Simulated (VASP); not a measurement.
# HfB2 (P6/mmm) in VASP: further runs

HfB2 is run at these levels: RPBE+D3(BJ); tasks: single point, relaxation of cell and atoms.

Everything below comes from runs of VASP 6.6.1. Logs are shortened: lines on timing, memory, paths and dates and some standing lists are left out, and cuts for length are marked.

## 1. The cell of the first run

Symmetry: P6/mmm, No. 191, hexagonal system. Conventional cell: a = 3.027 Å, b = 3.027 Å, c = 3.300 Å, α = 90.00°, β = 90.00°, γ = 120.00°. Within 3.4 Å of Hf (site symmetry 6/mmm) lie 12 B at 2.40 Å and 8 Hf at 3.03 to 3.30 Å. Within 2.3 Å of B (site symmetry -6m2) lie 3 B at 1.75 Å.

## 2. Single point, RPBE+D3(BJ)

Input file INCAR:

```
PREC = Accurate
ENCUT = 500
EDIFF = 1E-6
ISMEAR = -1
SIGMA = 0.02
LREAL = False
LASPH = True
NELM = 120
ALGO = Normal
ISIF = 2
LWAVE = False
LCHARG = False
GGA = RP
IVDW = 12
NBANDS = 15
GGA_COMPAT = False
```

Input file KPOINTS:

```
regular mesh
0
Gamma
  8 8 6
```

Input file POSCAR:

```
HfB2
1.0
    3.0269821381      0.0000000000      0.0000000000
   -1.5134910691      2.6214434284      0.0000000000
    0.0000000000      0.0000000000      3.3002777224
Hf B
1 2
Direct
    0.0000000000      0.0000000000      0.0000000000
    0.3333333333      0.6666666667      0.5000000000
    0.6666666667      0.3333333333      0.5000000000
```

Potentials or basis: VASP PAW PBE potentials, release 64 (Hf_pv, B).

Launch:

```console
> cat potpaw_PBE.64/Hf_pv/POTCAR potpaw_PBE.64/B/POTCAR > POTCAR
> mpirun -np 1 vasp_std > vasp.out
```

OUTCAR:

```text
PREC = Accurate
   ENCUT = 500
   EDIFF = 1E-6
   ISMEAR = -1
   LREAL = False
   LASPH = True
   NELM = 120
   ISIF = 2
   GGA = RP
   IVDW = 12
 IVDW          = 12

 ion  position               nearest neighbor table
   1  0.000  0.000  0.000-   2 2.40   3 2.40   2 2.40   3 2.40   3 2.40   3 2.40   2 2.40   2 2.40
                             3 2.40   3 2.40   2 2.40   2 2.40
   2  0.333  0.667  0.500-   3 1.75   3 1.75   3 1.75   1 2.40   1 2.40   1 2.40   1 2.40   1 2.40
                             1 2.40
   3  0.667  0.333  0.500-   2 1.75   2 1.75   2 1.75   1 2.40   1 2.40   1 2.40   1 2.40   1 2.40
                             1 2.40

  LATTYP: Found a hexagonal cell.
 ALAT       =     3.0269821381
 C/A-ratio  =     1.0902864873

  Lattice vectors:

 A1 = (   3.0269821381,   0.0000000000,   0.0000000000)
 A2 = (  -1.5134910691,   2.6214434284,   0.0000000000)
 A3 = (   0.0000000000,   0.0000000000,   3.3002777224)

Analysis of symmetry for initial positions (statically):
=====================================================================
 Subroutine PRICEL returns:
 Original cell was already a primitive cell.

 Routine SETGRP: Setting up the symmetry group for a
 hexagonal supercell.

 Subroutine GETGRP returns: Found 24 space group operations
 (whereof 24 operations were pure point group operations)
 out of a pool of 24 trial point group operations.

The static configuration has the point symmetry D_6h.

Analysis of symmetry for dynamics (positions and initial velocities):
=====================================================================
 Subroutine PRICEL returns:
 Original cell was already a primitive cell.

 Routine SETGRP: Setting up the symmetry group for a
 hexagonal supercell.

 Subroutine GETGRP returns: Found 24 space group operations
 (whereof 24 operations were pure point group operations)
 out of a pool of 24 trial point group operations.

The dynamic configuration has the point symmetry D_6h.

 Subroutine INISYM returns: Found 24 space group operations
 (whereof 24 operations are pure point group operations),
 and found     1 'primitive' translations

----------------------------------------------------------------------------------------

                                     Primitive cell

  volume of cell :      26.1879

  direct lattice vectors                    reciprocal lattice vectors
     3.026982138  0.000000000  0.000000000     0.330362042  0.190734614  0.000000000
    -1.513491069  2.621443428  0.000000000     0.000000000  0.381469228  0.000000000
     0.000000000  0.000000000  3.300277722     0.000000000  0.000000000  0.303004803

  length of vectors
     3.026982138  3.026982138  3.300277722     0.381469228  0.381469228  0.303004803

  position of ions in fractional coordinates (direct lattice)
     0.000000000  0.000000000  0.000000000
     0.333333333  0.666666667  0.500000000
     0.666666667  0.333333333  0.500000000

  ion indices of the primitive-cell ions
   primitive index   ion index
                 1           1
                 2           2
                 3           3

----------------------------------------------------------------------------------------

 KPOINTS: regular mesh

Automatic generation of k-mesh.
 Grid dimensions read from file:
 generate k-points for:    8    8    6

 Generating k-lattice:

  Cartesian coordinates                     Fractional coordinates (reciprocal lattice)
     0.041295255  0.023841827  0.000000000     0.125000000  0.000000000  0.000000000
     0.000000000  0.047683653  0.000000000     0.000000000  0.125000000  0.000000000
     0.000000000  0.000000000  0.050500800     0.000000000  0.000000000  0.166666667

  Length of vectors
     0.047683653  0.047683653  0.050500800

  Shift w.r.t. Gamma in fractional coordinates (k-lattice)
     0.000000000  0.000000000  0.000000000

 Subroutine IBZKPT returns following result:
 ===========================================

 Found     40 irreducible k-points:

 Following reciprocal coordinates:
            Coordinates               Weight
  0.000000  0.000000  0.000000      1.000000
  0.125000  0.000000  0.000000      6.000000
  0.250000  0.000000  0.000000      6.000000
  0.375000  0.000000  0.000000      6.000000
  0.500000  0.000000  0.000000      3.000000
  0.125000  0.125000  0.000000      6.000000
[... 16 lines left out ...]
  0.250000  0.000000  0.333333     12.000000
  0.375000  0.000000  0.333333     12.000000
 [... further k-points ...]
   k-points           NKPTS =     40   k-points in BZ     NKDIM =     40   number of bands    NBANDS=     15
   number of dos      NEDOS =    301   number of ions     NIONS =      3
   total plane-waves  NPLWV =  13824
   dimension x,y,z NGX =    24 NGY =   24 NGZ =   24
   dimension x,y,z NGXF=    48 NGYF=   48 NGZF=   48
   ions per type =               1   2
   NGX,Y,Z   is equivalent  to a cutoff of  13.18, 13.18, 12.09 a.u.
   NGXF,Y,Z  is equivalent  to a cutoff of  26.36, 26.36, 24.18 a.u.
 SYSTEM =  unknown system
   PREC   = accura    normal or accurate (medium, high low for compatibility)
   ISTART =      0    job   : 0-new  1-cont  2-samecut
   ICHARG =      2    charge: 1-file 2-atom 10-const
   ISPIN  =      1    spin polarized calculation?
   LNONCOLLINEAR =      F non collinear calculations
   LSORBIT =      F    spin-orbit coupling
   LASPH  =      T    aspherical Exc in radial PAW
   ENCUT  =  500.0 eV  36.75 Ry    6.06 a.u.   5.52  5.52  6.02*2*pi/ulx,y,z
   NELM   =    120;   NELMIN=  2; NELMDL= -5     # of ELM steps
   EDIFF  = 0.1E-05   stopping-criterion for ELM
   LREAL  =      F    real-space projection
   EDIFFG = 0.1E-04   stopping-criterion for IOM
   NSW    =      0    number of steps for IOM
   IBRION =     -1    ionic relax: 0-MD 1-quasi-New 2-CG
   NFREE  =      0    steps in history (QN), initial steepest desc. (CG)
   ISIF   =      2    stress and relaxation
   ISYM   =      2    0-nonsym 1-usesym 2-fastsym
   POTIM  = 0.5000    time-step for ionic-motion
   TEBEG  =    0.0;   TEEND  =   0.0 temperature during run
   PSTRESS=    0.0 pullay stress
   NELECT =      16.0000    total number of electrons
   NUPDOWN=      -1.0000    fix difference up-down
   EMIN   =  10.00;   EMAX   =-10.00  energy-range for DOS
   EFERMI =   0.00;   METHOD = LEGACY
   ISMEAR =    -1;   SIGMA  =   0.02  broadening in eV -4-tet -1-fermi 0-gaus
   EFERMI_NEDOS =   21; number of points for ismear=-14 and -15
   IALGO  =     38    algorithm
   IMIX   =      4    mixing-type and parameters
     AMIX     =   0.40;   BMIX     =  1.00
     AMIX_MAG =   1.60;   BMIX_MAG =  1.00
  volume/ion in A,a.u.               =       8.73        58.91
  Fermi-wavevector in a.u.,A,eV,Ry     =   1.389146  2.625105 26.255523  1.929726
  Thomas-Fermi vector in A             =   2.513205
   LORBIT       =      0    0 simple, 1 ext, 2 COOP (PROOUT), +10 PAW based schemes
   GGA     = RP    functional components
   LHFCALC =     F    Hartree Fock is set to
   AEXX    =    0.0000 exact exchange contribution
   IVDW    =    12    specifies the selected vdW correction
   LEPSILON=     F    determine dielectric tensor
   LRPA    =     F    only Hartree local field effects (RPA)
 non-spin polarized calculation
  energy-cutoff  :      500.00
  volume of cell :       26.19
 maximum number of plane-waves:       684
 NGX is ok and might be reduce to    24
   NGX = 11   NGY = 11   NGZ = 13

 number of electron      16.0000002 magnetization

 Free energy of the ion-electron system (eV)
  ---------------------------------------------------
  ext. energy  EPLUGINS =         0.00000000
  ---------------------------------------------------
  free energy    TOTEN  =       -24.74158529 eV

  energy without entropy =      -24.74115346  energy(sigma->0) =      -24.74136937

 E-fermi :   9.0809     XC(G=0): -13.1729

 val. band max:        8.9805162724   @ k =   0.0000   0.0000   0.5000
 cond. band min:       9.1346104104   @ k =   0.3750   0.1250   0.0000
 fundamental gap:      0.1540941380
 Fermi energy:         9.0809268542

 k-point     1 :       0.0000    0.0000    0.0000
  band No.  band energies     occupation
      1     -21.4220      2.00000
      2     -20.7795      2.00000
      3     -20.7795      2.00000
      4      -5.7051      2.00000
      5       5.5047      2.00000
      6       5.5047      2.00000
      7       5.5365      2.00000
      8       6.2418      2.00000
      9      13.5127      0.00000
     10      13.5127      0.00000
     11      14.2481      0.00000
     12      14.2481      0.00000
     13      14.3807      0.00000
     14      14.3807      0.00000
     15      14.4278      0.00000

 k-point     2 :       0.1250    0.0000    0.0000
  band No.  band energies     occupation
      1     -21.3921      2.00000
      2     -20.9592      2.00000
      3     -20.8184      2.00000
      4      -5.3237      2.00000
      5       4.6245      2.00000
      6       5.5281      2.00000
      7       5.8571      2.00000
      8       5.8780      2.00000
      9      12.2184      0.00000
     10      13.1183      0.00000
     11      13.2408      0.00000
     12      13.8991      0.00000
     13      15.4051      0.00000
     14      16.2054      0.00000
     15      16.5659      0.00000
[... 365 lines left out ...]
      3     -20.8750      2.00000
      4      -2.9970      2.00000
      5       2.1665      2.00000
      6       3.7685      2.00000
      7       4.7521      2.00000
      8       6.9605      2.00000
      9      10.8019      0.00000
     10      11.5485      0.00000
     11      14.2277      0.00000
     12      14.7312      0.00000
     13      16.9782      0.00000
     14      18.8095      0.00000
     15      20.2324      0.00000

 k-point    24 :       0.3750    0.0000    0.3333
  band No.  band energies     occupation
      1     -21.6950      2.00000
      2     -21.5732      2.00000
      3     -20.9612      2.00000
      4      -2.3182      2.00000
      5       0.9373      2.00000
      6       3.9350      2.00000
      7       4.3798      2.00000
      8       5.9796      2.00000
      9      11.2085      0.00000
     10      13.6997      0.00000
     11      15.7486      0.00000
     12      16.2797      0.00000
     13      16.4225      0.00000
     14      19.7008      0.00000
     15      21.5057      0.00000

 [... further k-points ...]

------------------------ aborting loop because EDIFF is reached ----------------------------------------

 Edisp (eV)   -7.05299

 E8    (eV) :    -4.8047

  FORCE on cell =-STRESS in cart. coord.  units (eV):
  Direction    XX          YY          ZZ          XY          YZ          ZX
  --------------------------------------------------------------------------------------
  -------------------------------------------------------------------------------------
  Total       0.77731     0.77731     0.92207    -0.00000    -0.00000     0.00000
  in kB      47.55556    47.55556    56.41223    -0.00000    -0.00000     0.00000
  external pressure =       50.51 kB  Pullay stress =        0.00 kB

 VOLUME and BASIS-vectors are now :
 -----------------------------------------------------------------------------
  energy-cutoff  :      500.00
  volume of cell :       26.19
      direct lattice vectors                 reciprocal lattice vectors
     3.026982138  0.000000000  0.000000000     0.330362042  0.190734614  0.000000000
    -1.513491069  2.621443428  0.000000000     0.000000000  0.381469228  0.000000000
     0.000000000  0.000000000  3.300277722     0.000000000  0.000000000  0.303004803

 POSITION                                       TOTAL-FORCE (eV/Angst)
 -----------------------------------------------------------------------------------
      0.00000      0.00000      0.00000        -0.000000     -0.000000      0.000000
     -0.00000      1.74763      1.65014         0.000000     -0.000000      0.000000
      1.51349      0.87381      1.65014        -0.000000      0.000000      0.000000
 -----------------------------------------------------------------------------------
    total drift:                               -0.000000      0.000000      0.000000

  FREE ENERGIE OF THE ION-ELECTRON SYSTEM (eV)
  ---------------------------------------------------
  free  energy   TOTEN  =       -31.7945742915 eV

  energy  without entropy=      -31.7941424623  energy(sigma->0) =      -31.79435838
```

Wall time 10 s (1 thread of Intel Xeon 8259CL, shared host); peak memory 0.16 GiB.

What came out:

```
Free energy                : -31.7946 eV
Pressure                   : 5.1 GPa
Band gap on the k mesh     : zero (bands 8 and 9 overlap by 0.57 eV)
Dispersion energy per atom : -2.351 eV
```

Levels at points of the mesh, in eV from the Fermi level:
```tsv
k point	band 6	band 7	band 8	band 9	band 10	band 11
(0.00, 0.00, 0.00)	-3.58	-3.54	-2.84	4.43	4.43	5.17
(0.50, 0.00, 0.00)	-4.75	-3.89	-3.56	2.20	2.90	6.24
(0.00, 0.00, 0.50)	-1.58	-1.58	-0.10	-0.10	0.83	0.83
(0.50, 0.00, 0.50)	-5.81	-5.46	-2.69	4.37	4.96	6.97
```

Caveat: the cell stands under pressure; the PAW data sets were made with another functional, which shifts forces and pressure a little; spin-orbit coupling is left out, which moves the levels of the heavy elements.

## 3. Relaxation of cell and atoms, RPBE+D3(BJ)

This run uses another cell than the first one, of 9.90 Å³/atom.

Input file INCAR:

```
SYSTEM = HfB2
PREC = Accurate
ENCUT = 500
EDIFF = 1E-7
ISMEAR = -1
SIGMA = 0.02
LREAL = .FALSE.
LASPH = .TRUE.
NELM = 120
ALGO = Normal
ISIF = 3
LWAVE = .FALSE.
LCHARG = .FALSE.
GGA = RP
IVDW = 12
IBRION = 2
NSW = 80
EDIFFG = -0.001
GGA_COMPAT = .FALSE.
NELMIN = 4
```

Input file KPOINTS:

```
Automatic mesh
0
G
  8 8 6
  0 0 0
```

Input file POSCAR:

```
HfB2
1.0
    3.1400000000      0.0000000000      0.0000000000
   -1.5700000000      2.7193197679      0.0000000000
    0.0000000000      0.0000000000      3.4800000000
Hf B
1 2
Direct
    0.0000000000      0.0000000000      0.0000000000
    0.3333330000      0.6666670000      0.5000000000
    0.6666670000      0.3333330000      0.5000000000
```

Potentials or basis: VASP PAW PBE potentials, release 64 (Hf_pv, B).

Launch:

```console
> cat potpaw_PBE.64/Hf_pv/POTCAR potpaw_PBE.64/B/POTCAR > POTCAR
> mpirun -np 1 vasp_std > vasp.out
```

Wall time 1.9 min (1 thread of Intel Xeon 8259CL, shared host); peak memory 0.17 GiB.

It converged, with:

| Item | Value |
| --- | --- |
| Free energy | -31.8036 eV |
| Relaxed volume | 8.86 Å³/atom |
| Relaxed cell | a = 3.040 Å, b = 3.040 Å, c = 3.323 Å, α = 90.00°, β = 90.00°, γ = 120.00° |
| Space group after relaxing (to 0.1 Å) | P6/mmm (No. 191) |
| Energy gained by relaxing | 103.0 meV/atom |
| Ionic steps | 11 |
| Pressure after relaxing | 0.0 GPa |
| Band gap on the k mesh | zero (bands 8 and 9 overlap by 0.55 eV) |
| Dispersion energy per atom | -2.316 eV |

Step by step:
```tsv
step	energy change (eV)	largest force (eV/Å)	pressure (GPa)	volume (Å³)
1	0.0000	0.0000	-28.88	29.71
2	0.4360	0.0000	68.92	22.68
3	-0.3059	0.0000	-1.42	26.73
4	-0.3065	0.0000	-0.17	26.62
5	-0.3064	0.0000	0.55	26.56
6	-0.3089	0.0000	0.57	26.55
7	-0.3089	0.0000	0.58	26.54
8	-0.3089	0.0000	0.57	26.54
9	-0.3089	0.0000	-0.77	26.65
10	-0.3090	0.0000	0.03	26.59
11	-0.3090	0.0000	0.00	26.59
```

Final structure:
```
Hf B
1.0
     3.03969    0.00000    0.00000
    -1.51985    2.63245    0.00000
     0.00000    0.00000    3.32310
Hf B
1 2
Direct
  0.00000 0.00000 0.00000
  0.33333 0.66667 0.50000
  0.66667 0.33333 0.50000
```

Levels at points of the mesh, in eV from the Fermi level:
| k point | band 5 | band 6 | band 7 | band 8 | band 9 | band 10 | band 11 | band 12 |
| --- | --- | --- | --- | --- | --- | --- | --- | --- |
| (0.00, 0.00, 0.00) | -3.51 | -3.51 | -3.50 | -2.87 | 4.36 | 4.36 | 5.13 | 5.19 |
| (0.50, 0.00, 0.00) | -9.43 | -4.70 | -3.85 | -3.49 | 2.16 | 2.86 | 6.17 | 6.23 |
| (0.00, 0.00, 0.50) | -9.05 | -1.55 | -1.55 | -0.06 | -0.06 | 0.84 | 0.84 | 2.60 |
| (0.50, 0.00, 0.50) | -7.90 | -5.72 | -5.39 | -2.72 | 4.30 | 4.83 | 6.86 | 8.26 |

Caveat: the PAW data sets were made with another functional, which shifts forces and pressure a little; spin-orbit coupling is left out, which moves the levels of the heavy elements.

(Continued in part 2 of 2.)
